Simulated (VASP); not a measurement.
# ZrB2 (P6/mmm) in VASP: settings compared

ZrB2 is run at these levels: PBEsol, r2SCAN+U, r2SCAN+rVV10; tasks: relaxation of cell and atoms, single point.

All numbers are computed with VASP 6.6.1; they aren't measurements. Logs are shortened: lines on timing, memory, paths and dates and some standing lists are left out, and cuts for length are marked.

## (1) The cell of the first run

The structure is hexagonal, space group P6/mmm (No. 191). The conventional cell has a = 3.170 Å, b = 3.170 Å, c = 3.533 Å, α = 90.00°, β = 90.00°, γ = 120.00°. Zr (site symmetry 6/mmm) has 12 B at 2.54 Å and 8 Zr at 3.17 to 3.53 Å within 3.6 Å. Within 2.4 Å of B (site symmetry -6m2) lie 3 B at 1.83 Å.

## (2) Relaxation of cell and atoms, PBEsol, target pressure 30 GPa, at which the enthalpy is minimised

File INCAR:

```
SYSTEM = ZrB2
PREC = Accurate
ENCUT = 600
EDIFF = 1E-7
ISMEAR = -1
SIGMA = 0.05
LREAL = .False.
LASPH = .True.
NELM = 60
ALGO = Normal
ISIF = 3
LWAVE = .False.
LCHARG = .False.
GGA = PS
IBRION = 2
NSW = 80
EDIFFG = -0.01
PSTRESS = 300.0
```

File KPOINTS:

```
regular mesh
0
Gamma
  10 10 8
  0 0 0
```

File POSCAR:

```
ZrB2
1.0
    3.1700000000      0.0000000000      0.0000000000
   -1.5850000000      2.7453005300      0.0000000000
    0.0000000000      0.0000000000      3.5330000000
Zr B
1 2
Direct
    0.0000000000      0.0000000000      0.0000000000
    0.6666666667      0.3333333333      0.5000000000
    0.3333333333      0.6666666667      0.5000000000
```

Potentials or basis: VASP PAW PBE potentials, release 64 (Zr_sv, B).

Run with:

```console
$ cat potpaw_PBE.64/Zr_sv/POTCAR potpaw_PBE.64/B/POTCAR > POTCAR
$ mpirun -np 1 vasp_std > vasp.out
```

OUTCAR:

```text
SYSTEM = ZrB2
   PREC = Accurate
   ENCUT = 600
   EDIFF = 1E-7
   ISMEAR = -1
   LREAL = .False.
   LASPH = .True.
   NELM = 60
   ISIF = 3
   GGA = PS
   IBRION = 2
   NSW = 80
   EDIFFG = -0.01
   PSTRESS = 300.0

 ion  position               nearest neighbor table
   1  0.000  0.000  0.000-   2 2.54   3 2.54   2 2.54   3 2.54   2 2.54   2 2.54   3 2.54   3 2.54
                             2 2.54   2 2.54   3 2.54   3 2.54
   2  0.667  0.333  0.500-   3 1.83   3 1.83   3 1.83   1 2.54   1 2.54   1 2.54   1 2.54   1 2.54
                             1 2.54
   3  0.333  0.667  0.500-   2 1.83   2 1.83   2 1.83   1 2.54   1 2.54   1 2.54   1 2.54   1 2.54
                             1 2.54

  LATTYP: Found a hexagonal cell.
 ALAT       =     3.1700000000
 C/A-ratio  =     1.1145110410

  Lattice vectors:

 A1 = (   3.1700000000,   0.0000000000,   0.0000000000)
 A2 = (  -1.5850000000,   2.7453005300,   0.0000000000)
 A3 = (   0.0000000000,   0.0000000000,   3.5330000000)

Analysis of symmetry for initial positions (statically):
=====================================================================
 Subroutine PRICEL returns:
 Original cell was already a primitive cell.

 Routine SETGRP: Setting up the symmetry group for a
 hexagonal supercell.

 Subroutine GETGRP returns: Found 24 space group operations
 (whereof 24 operations were pure point group operations)
 out of a pool of 24 trial point group operations.

The static configuration has the point symmetry D_6h.

Analysis of symmetry for dynamics (positions and initial velocities):
=====================================================================
 Subroutine PRICEL returns:
 Original cell was already a primitive cell.

 Routine SETGRP: Setting up the symmetry group for a
 hexagonal supercell.

 Subroutine GETGRP returns: Found 24 space group operations
 (whereof 24 operations were pure point group operations)
 out of a pool of 24 trial point group operations.

The dynamic configuration has the point symmetry D_6h.

 Subroutine INISYM returns: Found 24 space group operations
 (whereof 24 operations are pure point group operations),
 and found     1 'primitive' translations

----------------------------------------------------------------------------------------

                                     Primitive cell

  volume of cell :      30.7463

  direct lattice vectors                    reciprocal lattice vectors
     3.170000000  0.000000000  0.000000000     0.315457413  0.182129422  0.000000000
    -1.585000000  2.745300530  0.000000000     0.000000000  0.364258845  0.000000000
     0.000000000  0.000000000  3.533000000     0.000000000  0.000000000  0.283045570

  length of vectors
     3.170000000  3.170000000  3.533000000     0.364258845  0.364258845  0.283045570

  position of ions in fractional coordinates (direct lattice)
     0.000000000  0.000000000  0.000000000
     0.666666667  0.333333333  0.500000000
     0.333333333  0.666666667  0.500000000

  ion indices of the primitive-cell ions
   primitive index   ion index
                 1           1
                 2           2
                 3           3

----------------------------------------------------------------------------------------

 KPOINTS: regular mesh

Automatic generation of k-mesh.
 Grid dimensions read from file:
 generate k-points for:   10   10    8

 Generating k-lattice:

  Cartesian coordinates                     Fractional coordinates (reciprocal lattice)
     0.031545741  0.018212942  0.000000000     0.100000000  0.000000000  0.000000000
     0.000000000  0.036425884  0.000000000     0.000000000  0.100000000  0.000000000
     0.000000000  0.000000000  0.035380696     0.000000000  0.000000000  0.125000000

  Length of vectors
     0.036425884  0.036425884  0.035380696

  Shift w.r.t. Gamma in fractional coordinates (k-lattice)
     0.000000000  0.000000000  0.000000000

 Subroutine IBZKPT returns following result:
 ===========================================

 Found     70 irreducible k-points:

 Following reciprocal coordinates:
            Coordinates               Weight
  0.000000  0.000000  0.000000      1.000000
  0.100000 -0.000000  0.000000      6.000000
  0.200000 -0.000000  0.000000      6.000000
  0.300000  0.000000  0.000000      6.000000
  0.400000  0.000000  0.000000      6.000000
  0.500000  0.000000  0.000000      3.000000
[... 16 lines left out ...]
  0.300000  0.100000  0.125000     24.000000
  0.400000  0.100000  0.125000     24.000000
 [... further k-points ...]
   k-points           NKPTS =     70   k-points in BZ     NKDIM =     70   number of bands    NBANDS=     13
   number of dos      NEDOS =    301   number of ions     NIONS =      3
   total plane-waves  NPLWV =  21952
   dimension x,y,z NGX =    28 NGY =   28 NGZ =   28
   dimension x,y,z NGXF=    56 NGYF=   56 NGZF=   56
   ions per type =               1   2
   NGX,Y,Z   is equivalent  to a cutoff of  14.68, 14.68, 13.18 a.u.
   NGXF,Y,Z  is equivalent  to a cutoff of  29.37, 29.37, 26.35 a.u.
 SYSTEM =  ZrB2
   PREC   = accura    normal or accurate (medium, high low for compatibility)
   ISTART =      0    job   : 0-new  1-cont  2-samecut
   ICHARG =      2    charge: 1-file 2-atom 10-const
   ISPIN  =      1    spin polarized calculation?
   LNONCOLLINEAR =      F non collinear calculations
   LSORBIT =      F    spin-orbit coupling
   LASPH  =      T    aspherical Exc in radial PAW
   ENCUT  =  600.0 eV  44.10 Ry    6.64 a.u.   6.33  6.33  7.06*2*pi/ulx,y,z
   NELM   =     60;   NELMIN=  2; NELMDL= -5     # of ELM steps
   EDIFF  = 0.1E-06   stopping-criterion for ELM
   LREAL  =      F    real-space projection
   EDIFFG = -.1E-01   stopping-criterion for IOM
   NSW    =     80    number of steps for IOM
   IBRION =      2    ionic relax: 0-MD 1-quasi-New 2-CG
   NFREE  =      1    steps in history (QN), initial steepest desc. (CG)
   ISIF   =      3    stress and relaxation
   ISYM   =      2    0-nonsym 1-usesym 2-fastsym
   POTIM  = 0.5000    time-step for ionic-motion
   TEBEG  =    0.0;   TEEND  =   0.0 temperature during run
   PSTRESS=  300.0 pullay stress
   NELECT =      18.0000    total number of electrons
   NUPDOWN=      -1.0000    fix difference up-down
   EMIN   =  10.00;   EMAX   =-10.00  energy-range for DOS
   EFERMI =   0.00;   METHOD = LEGACY
   ISMEAR =    -1;   SIGMA  =   0.05  broadening in eV -4-tet -1-fermi 0-gaus
   EFERMI_NEDOS =   21; number of points for ismear=-14 and -15
   IALGO  =     38    algorithm
   IMIX   =      4    mixing-type and parameters
     AMIX     =   0.40;   BMIX     =  1.00
     AMIX_MAG =   1.60;   BMIX_MAG =  1.00
  volume/ion in A,a.u.               =      10.25        69.16
  Fermi-wavevector in a.u.,A,eV,Ry     =   1.369519  2.588016 25.518847  1.875582
  Thomas-Fermi vector in A             =   2.495387
   LORBIT       =      0    0 simple, 1 ext, 2 COOP (PROOUT), +10 PAW based schemes
   GGA     = PS    functional components
   LHFCALC =     F    Hartree Fock is set to
   AEXX    =    0.0000 exact exchange contribution
   IVDW    =     0    specifies the selected vdW correction
   LEPSILON=     F    determine dielectric tensor
   LRPA    =     F    only Hartree local field effects (RPA)
 conjugate gradient relaxation of ions
 non-spin polarized calculation
  energy-cutoff  :      600.00
  volume of cell :       30.75
 maximum number of plane-waves:      1046
 NGX is ok and might be reduce to    28
   NGX = 13   NGY = 13   NGZ = 15

--------------------------------------- Ionic step        1  -------------------------------------------

 number of electron      18.0000000 magnetization

 Free energy of the ion-electron system (eV)
  ---------------------------------------------------
  ext. energy  EPLUGINS =         0.00000000
  ---------------------------------------------------
  free energy    TOTEN  =       -26.39655282 eV

  energy without entropy =      -26.39374176  energy(sigma->0) =      -26.39514729

------------------------ aborting loop because EDIFF is reached ----------------------------------------

  FORCE on cell =-STRESS in cart. coord.  units (eV):
  Direction    XX          YY          ZZ          XY          YZ          ZX
  --------------------------------------------------------------------------------------
  -------------------------------------------------------------------------------------
  Total       -0.7134326     -0.7134326     -0.7358441      0.0000000     -0.0000000      0.0000000
  in kB      -37.1766913    -37.1766913    -38.3445472      0.0000000     -0.0000000      0.0000000
  external PRESSURE =    -337.5659766 kB  Pullay stress =     300.0000000 kB
[... 297 lines left out ...]
  enthalpy is  TOTEN    =       -21.0213999884 eV   P V=        5.1423518120

--------------------------------------- Ionic step        9  -------------------------------------------

 number of electron      18.0000000 magnetization

 Free energy of the ion-electron system (eV)
  ---------------------------------------------------
  ext. energy  EPLUGINS =         0.00000000
  ---------------------------------------------------
  free energy    TOTEN  =       -26.15605307 eV

  energy without entropy =      -26.15338685  energy(sigma->0) =      -26.15471996

 E-fermi :  11.5998     XC(G=0): -13.0831

 val. band max:       11.5649125332   @ k =   0.2000   0.2000   0.1250
 cond. band min:      11.7716869865   @ k =   0.1000  -0.0000   0.5000
 fundamental gap:      0.2067744533
 Fermi energy:        11.5997915121

 k-point     1 :       0.0000    0.0000    0.0000
  band No.  band energies     occupation
      1     -36.4059      2.00000
      2     -14.6959      2.00000
      3     -13.9504      2.00000
      4     -13.9504      2.00000
      5      -1.4552      2.00000
      6       8.8352      2.00000
      7       8.8352      2.00000
      8       8.8556      2.00000
      9       9.5608      2.00000
     10      15.6711      0.00000
     11      15.6711      0.00000
     12      16.5856      0.00000
     13      16.5856      0.00000
[... 353 lines left out ...]
 k-point    24 :       0.4000    0.1000    0.1250
  band No.  band energies     occupation
      1     -36.2139      2.00000
      2     -15.2318      2.00000
      3     -14.5014      2.00000
      4     -14.3302      2.00000
      5       2.2193      2.00000
      6       3.4863      2.00000
      7       7.2632      2.00000
      8       8.0926      2.00000
      9       9.4233      2.00000
     10      13.0616      0.00000
     11      15.9993      0.00000
     12      16.2588      0.00000
     13      18.1613      0.00000

 [... further k-points ...]

------------------------ aborting loop because EDIFF is reached ----------------------------------------

  FORCE on cell =-STRESS in cart. coord.  units (eV):
  Direction    XX          YY          ZZ          XY          YZ          ZX
  --------------------------------------------------------------------------------------
  -------------------------------------------------------------------------------------
  Total        5.1349881      5.1349881      5.1369904      0.0000000      0.0000000      0.0000000
  in kB      300.0236830    300.0236830    300.1406765      0.0000000      0.0000000      0.0000000
  external PRESSURE =       0.0626808 kB  Pullay stress =     300.0000000 kB
[... 18 lines left out ...]
  FREE ENERGIE OF THE ION-ELECTRON SYSTEM (eV)
  ---------------------------------------------------
  free  energy   TOTEN  =       -26.1560530739 eV

  energy  without entropy=      -26.1533868514  energy(sigma->0) =      -26.15471996

  enthalpy is  TOTEN    =       -21.0214703448 eV   P V=        5.1345827291

 reached required accuracy - stopping structural energy minimisation
```

Wall time 4.4 min (1 thread of Intel Xeon 8259CL, shared host); peak memory 0.19 GiB.

Results:

* Free energy: -26.1561 eV
* Relaxed volume: 9.14 Å³/atom
* Relaxed cell: a = 3.057 Å, b = 3.057 Å, c = 3.388 Å, α = 90.00°, β = 90.00°, γ = 120.00°
* Space group after relaxing (to 0.1 Å): P6/mmm (No. 191)
* Energy change on relaxing (the run minimises the enthalpy): +80.2 meV/atom
* Ionic steps: 9
* Pressure after relaxing: 30.0 GPa
* Band gap on the k mesh: zero (bands 9 and 10 overlap by 0.88 eV)

Step by step:
```
step  energy change (eV)  largest force (eV/Å)  pressure (GPa)  volume (Å³)
   1              0.0000                0.0000           -3.76        30.75
   2              2.8468                0.0000          144.28        22.10
   3              0.2010                0.0000           27.13        27.65
   4              0.2329                0.0000           29.47        27.47
   5              0.2447                0.0000           30.30        27.40
   6              0.2452                0.0000           30.34        27.40
   7              0.2452                0.0000           30.34        27.40
   8              0.2328                0.0000           29.46        27.46
   9              0.2405                0.0000           30.01        27.42
```

Final structure:
```
Zr B
1.0
     3.05719    0.00000    0.00000
    -1.52859    2.64760    0.00000
     0.00000    0.00000    3.38781
Zr B
1 2
Direct
  0.00000 0.00000 0.00000
  0.66667 0.33333 0.50000
  0.33333 0.66667 0.50000
```

Caveat: the cell is relaxed towards a set pressure, so the run minimises the enthalpy, not the energy; the PAW data sets were made with another functional, which shifts forces and pressure a little.

## (3) Single point, r2SCAN+U

This run uses another cell than the first one, of 10.41 Å³/atom.

File POSCAR:

```
ZrB2
1.0
    3.1705511087      0.0000000000      0.0000000000
   -1.5852755543      2.7457778041      0.0000000000
    0.0000000000      0.0000000000      3.5870905357
Zr B
1 2
Direct
    0.0000000000      0.0000000000      0.0000000000
    0.6666666667      0.3333333333      0.5000000000
    0.3333333333      0.6666666667      0.5000000000
```

File INCAR.step1:

```
SYSTEM = ZrB2
PREC = Accurate
ENCUT = 910
ISMEAR = -1
SIGMA = 0.05
LREAL = .FALSE.
LASPH = .TRUE.
NELM = 200
LMAXMIX = 4
LDAU = .TRUE.
LDAUTYPE = 2
LDAUL = 2 -1
LDAUU = 3 0
LDAUJ = 0 0
NBANDS = 16
GGA = PE
ALGO = Normal
EDIFF = 1E-5
LWAVE = .TRUE.
LCHARG = .FALSE.
GGA_COMPAT = .FALSE.
```

File INCAR.step2:

```
SYSTEM = ZrB2
PREC = Accurate
ENCUT = 910
EDIFF = 1E-6
ISMEAR = -1
SIGMA = 0.05
LREAL = .FALSE.
LASPH = .TRUE.
NELM = 200
ALGO = Normal
ISIF = 2
LWAVE = .FALSE.
LCHARG = .FALSE.
LMAXMIX = 4
LDAU = .TRUE.
LDAUTYPE = 2
LDAUL = 2 -1
LDAUU = 3 0
LDAUJ = 0 0
LDAUPRINT = 1
METAGGA = R2SCAN
LMIXTAU = .TRUE.
NBANDS = 16
ISTART = 1
GGA_COMPAT = .FALSE.
```

File KPOINTS:

```
Automatic mesh
0
G
  10 10 8
  0 0 0
```

Potentials or basis: VASP PAW PBE potentials, release 64 (Zr_sv, B_h).

Run with:

```console
$ cat potpaw_PBE.64/Zr_sv/POTCAR potpaw_PBE.64/B_h/POTCAR > POTCAR
$ cp INCAR.step1 INCAR
$ mpirun -np 1 vasp_std > vasp.out
$ cp INCAR.step2 INCAR
$ mpirun -np 1 vasp_std > vasp.out
```

Run time: 91 s. Hardware: 1 thread of Intel Xeon 6975P-C (Granite Rapids), shared host; peak memory 0.25 GiB.

It converged, with:

| Item | Value |
| --- | --- |
| Free energy | -38.5485 eV |
| Pressure | 4.0 GPa |
| Band gap on the k mesh | zero (bands 9 and 10 overlap by 1.11 eV) |

Stress tensor (GPa, compression positive):
```
4.21 0.00 0.00
0.00 4.21 0.00
0.00 0.00 3.56
```

Levels at points of the mesh, in eV from the Fermi level:
```tsv
k point	band 6	band 7	band 8	band 9	band 10	band 11	band 12	band 13
(0.00, 0.00, 0.00)	-3.00	-2.68	-2.68	-2.67	3.90	3.90	4.35	4.35
(0.50, 0.00, 0.00)	-9.44	-4.15	-3.43	-2.66	1.97	2.69	5.33	5.43
(0.00, 0.00, 0.50)	-7.70	-1.13	-1.13	0.66	0.66	1.03	1.03	1.95
(0.50, 0.00, 0.50)	-7.78	-4.80	-4.39	-2.61	3.95	4.01	5.78	6.43
```

Eigenvalues of the final occupation matrices:
| site | spin | trace | eigenvalues |
| --- | --- | --- | --- |
| site 1 d | 1 | 0.80 | 0.14 0.15 0.15 0.18 0.18 |
| site 1 d | 2 | 0.80 | 0.14 0.15 0.15 0.18 0.18 |

Caveat: the cell stands under pressure; the PAW data sets were made with another functional, which shifts forces and pressure a little; U without spin polarisation on a metal has little footing; the U is typed as a test and isn't derived for this compound.

## (4) Single point, r2SCAN+rVV10

This run uses another cell than the first one, of 10.45 Å³/atom.

File POSCAR:

```
ZrB2
1.0
    3.1909939893      0.0000000000      0.0000000000
   -1.5954969947      2.7634818581      0.0000000000
    0.0000000000      0.0000000000      3.5563980329
Zr B
1 2
Direct
    0.0000000000      0.0000000000      0.0000000000
    0.6666666667      0.3333333333      0.5000000000
    0.3333333333      0.6666666667      0.5000000000
```

File INCAR.step1:

```
ALGO = Normal ; EDIFF = 1E-4
ENCUT = 520 ; GGA = PE
ISMEAR = -1 ; LASPH = T
LCHARG = F ; LREAL = F
LWAVE = T ; NBANDS = 16
NELM = 100 ; PREC = Accurate
SIGMA = 0.05
```

File INCAR.step2:

```
ALGO = Normal ; BPARAM = 11.95
CPARAM = 0.0093 ; EDIFF = 1E-6
ENCUT = 520 ; ISIF = 2
ISMEAR = -1 ; ISTART = 1
IVDW_NL = 2 ; LASPH = T
LCHARG = F ; LMIXTAU = T
LREAL = F ; LUSE_VDW = T
LWAVE = F ; METAGGA = R2SCAN
NBANDS = 16 ; NELM = 100
PREC = Accurate ; SIGMA = 0.05
```

File KPOINTS:

```
k-points
0
Gamma
  10 10 8
```

Potentials or basis: VASP PAW PBE potentials, release 64 (Zr_sv, B).

Run with:

```console
$ cat potpaw_PBE.64/Zr_sv/POTCAR potpaw_PBE.64/B/POTCAR > POTCAR
$ cp INCAR.step1 INCAR
$ mpirun -np 1 vasp_std > vasp.out
$ cp INCAR.step2 INCAR
$ mpirun -np 1 vasp_std > vasp.out
```

It took 63 s on 1 thread of Intel Xeon 6975P-C (Granite Rapids), shared host; peak memory 0.25 GiB.

It converged, with:

| Property | Result |
| --- | --- |
| Free energy | -40.4273 eV |
| Pressure | -4.6 GPa |
| Band gap on the k mesh | zero (bands 9 and 10 overlap by 0.84 eV) |

Stress tensor (GPa, compression positive):
```
-5.48  0.00  0.00
 0.00 -5.48  0.00
 0.00  0.00 -2.85
```

Levels at points of the mesh, in eV from the Fermi level:
| k point | band 7 | band 8 | band 9 | band 10 | band 11 | band 12 |
| --- | --- | --- | --- | --- | --- | --- |
| (0.00, 0.00, 0.00) | -2.67 | -2.57 | -2.54 | 3.60 | 3.60 | 4.41 |
| (0.50, 0.00, 0.00) | -4.00 | -3.20 | -2.67 | 2.32 | 2.47 | 5.09 |
| (0.00, 0.00, 0.50) | -0.97 | -0.97 | 0.43 | 0.43 | 0.90 | 0.90 |
| (0.50, 0.00, 0.50) | -4.75 | -4.26 | -2.25 | 3.95 | 4.17 | 5.46 |

Caveat: the cell stands under tension; the PAW data sets were made with another functional, which shifts forces and pressure a little.

## (5) Summary

```csv
task,level,potentials or basis,U,cell,cutoff (eV),gap on the mesh (eV),pressure (GPa)
relaxation of cell and atoms,PBEsol,"VASP PAW PBE potentials, release 64 (Zr_sv, B)",-,"relaxed to 30 GPa from a = 3.170, b = 3.170, c = 3.533 Å, angles 90.0, 90.0, 120.0°, 3 atoms",600,none,30.0
single point,r2SCAN+U,"VASP PAW PBE potentials, release 64 (Zr_sv, B_h)",Zr d U = 3.0 eV,"a = 3.171, b = 3.171, c = 3.587 Å, angles 90.0, 90.0, 120.0°, 3 atoms",910,none,4.0
single point,r2SCAN+rVV10,"VASP PAW PBE potentials, release 64 (Zr_sv, B)",-,"a = 3.191, b = 3.191, c = 3.556 Å, angles 90.0, 90.0, 120.0°, 3 atoms",520,none,-4.6
```

Alike in all rows: no spin polarisation; k mesh 10 × 10 × 8; smearing fermi-dirac 0.05 eV.

Caveats: the PAW data sets were made with another functional, which shifts forces and pressure a little; the cell is relaxed towards a set pressure, so the run minimises the enthalpy, not the energy (at least some runs); the cell stands under pressure (at least some runs); U without spin polarisation on a metal has little footing (at least some runs); the U is typed as a test and isn't derived for this compound (at least some runs); the cell stands under tension (at least some runs).

Total energies depend on the potentials used, so only differences within one code and one set of settings carry meaning.
